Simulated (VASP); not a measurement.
Crystal: Zr.

```
Zr
1.0
     3.23200    0.00000    0.00000
    -1.61600    2.79899    0.00000
     0.00000    0.00000    5.14700
Zr
2
Direct
  0.33333 0.66667 0.25000
  0.66667 0.33333 0.75000
```

```yaml
Program: VASP 6.6.1
Task: relaxation of cell and atoms
Functional: LDA
Potentials_or_basis: VASP PAW LDA potentials, release 64 (Zr_sv)
Cutoff: 600 eV
k_mesh: 8 × 8 × 5
Occupations: gaussian, width 0.1 eV
Spin: no spin polarisation
```

At the start: pressure -5.9 GPa; volume 23.28 Å³/atom.

**Question.** How do energy, volume and symmetry change on relaxing?

**Answer.** Over 6 steps the energy falls by 28.7 meV/atom and the volume is 21.83 Å³/atom (-6.2 %); space group P6_3/mmc (No. 194, to 0.05 Å).

Step by step:
| step | energy change (eV) | largest force (eV/Å) | pressure (GPa) | volume (Å³) |
| --- | --- | --- | --- | --- |
| 1 | 0.0000 | 0.0000 | -5.87 | 46.56 |
| 2 | 0.0024 | 0.0000 | 7.26 | 41.04 |
| 3 | -0.0547 | 0.0000 | 0.01 | 43.75 |
| 4 | -0.0547 | 0.0000 | 0.13 | 43.69 |
| 5 | -0.0567 | 0.0000 | 0.08 | 43.68 |
| 6 | -0.0574 | 0.0000 | 0.03 | 43.66 |

Final structure:
```
CELL_PARAMETERS angstrom
3.13761 0.00000 0.00000
-1.56880 2.71725 0.00000
0.00000 0.00000 5.12052
ATOMIC_POSITIONS crystal
Zr 0.33333 0.66667 0.25000
Zr 0.66667 0.33333 0.75000
```
